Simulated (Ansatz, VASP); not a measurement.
SnSe2 in VASP and in Ansatz

```xyz
3
Lattice="3.6480 0.0000 0.0000 -1.8240 3.1593 0.0000 0.0000 0.0000 5.6854" Properties=species:S:1:pos:R:3 pbc="T T T"
Sn    0.0000    0.0000    0.0000
Se    0.0000    2.1062    1.5074
Se    1.8240    1.0531    4.1780
```

Alike in both runs: task single point; functional PBE; dispersion D3(BJ); k mesh 12 × 12 × 6; occupations gaussian, width 0.03 eV; no spin polarisation.

|  | VASP | Ansatz |
| --- | --- | --- |
| version | VASP 6.6.1 | Ansatz 0.2.0 |
| potentials or method | VASP PAW PBE potentials, release 64 (Sn_d, Se), cutoff 500 eV | scalar-relativistic, plane waves, PAW |
| valence electrons in the cell | 26 | 46 |

Ansatz gave:

| Quantity | Value |
| --- | --- |
| gap on the k mesh at the Fermi level (eV) | 0.46 |
| least direct gap on the mesh (eV) | 1.50 |
| pressure (GPa) | 15.4 |
| traceless stress, the component that is largest in VASP (GPa) | 0.33 |
| rms of the force components (eV/Å) | 0.755 |

Task: What did VASP give for the same quantities?

Result: gap on the k mesh at the Fermi level (eV): 0.45; least direct gap on the mesh (eV): 1.49; pressure (GPa): 15.5; traceless stress, the component that is largest in VASP (GPa): 0.34; rms of the force components (eV/Å): 0.767.

Atom by atom the forces differ by 0.012 eV/Å (rms over components). VASP's potentials hold 26 valence electrons a cell and Ansatz's 46, so a difference there can come from the potentials and not from the codes.
